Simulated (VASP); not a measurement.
Write the native input for VASP 6.6.1 that does the following.

| Item | Value |
| --- | --- |
| Task | relaxation of shape and atoms at fixed volume |
| Functional | PBEsol |
| Potentials or basis | VASP PAW PBE potentials, release 64 (Sn_d, O) |
| Cutoff | 600 eV |
| k mesh | 8 × 6 × 8 |
| Occupations | gaussian, width 0.02 eV |
| Spin | no spin polarisation |
| Dipole correction | no |
| Further INCAR settings | ALGO = Normal; EDIFF = 1e-07; IBRION = 2; EDIFFG = -0.01; NSW = 50; ISIF = 4 |

The structure of SnO lies in POSCAR:

```
SnO
1.0
    3.2763315492      0.0000000000      0.0000000000
    0.0000000000      5.6113808050      0.0000000000
    0.0000000000      0.0000000000      3.7662011294
Sn O
2 2
Direct
    0.0000000000      0.2366244352      0.5314144123
    0.5000000000      0.7633755648      0.0314144123
    0.0000000000      0.8820102861      0.7185865877
    0.5000000000      0.1179897139      0.2185865877
```

These files were run (other wordings do the same):

INCAR

```
PREC     = Accurate       # precision mode
ENCUT    = 600            # plane-wave cutoff, eV
EDIFF    = 1E-7           # SCF threshold, eV
ISMEAR   = 0              # smearing method
SIGMA    = 0.02           # smearing width, eV
LREAL    = F              # projectors in reciprocal space
LASPH    = T              # aspherical terms in the spheres
NELM     = 80             # most SCF steps
ALGO     = Normal         # electronic algorithm
ISIF     = 4              # what is computed and relaxed
LWAVE    = F              # write WAVECAR
LCHARG   = F              # write CHGCAR
GGA      = PS             # functional
IBRION   = 2              # ionic algorithm
NSW      = 50             # ionic steps
EDIFFG   = -0.01          # ionic threshold
```

KPOINTS

```
regular mesh
0
Gamma
  8 6 8
```

Potentials or basis: VASP PAW PBE potentials, release 64 (Sn_d, O).

Command:

```sh
$ cat potpaw_PBE.64/Sn_d/POTCAR potpaw_PBE.64/O/POTCAR > POTCAR
$ mpirun -np 1 vasp_std > vasp.out
```

Results of the run:

```
Energy gained by relaxing    : 6.0 meV/atom
Ionic steps                  : 14
Pressure after relaxing      : 1.0 GPa
Largest force after relaxing : 0.010 eV/Å
Band gap on the k mesh       : 1.07 eV (least direct gap 1.68 eV)
```

Caveat: the PAW data sets were made with another functional, which shifts forces and pressure a little; spin-orbit coupling is left out, which moves the levels of the heavy elements.

Run time: 39 min on 1 thread of Oxide Virtual Turin-like Processor, on a shared host, peak memory 0.29 GiB.
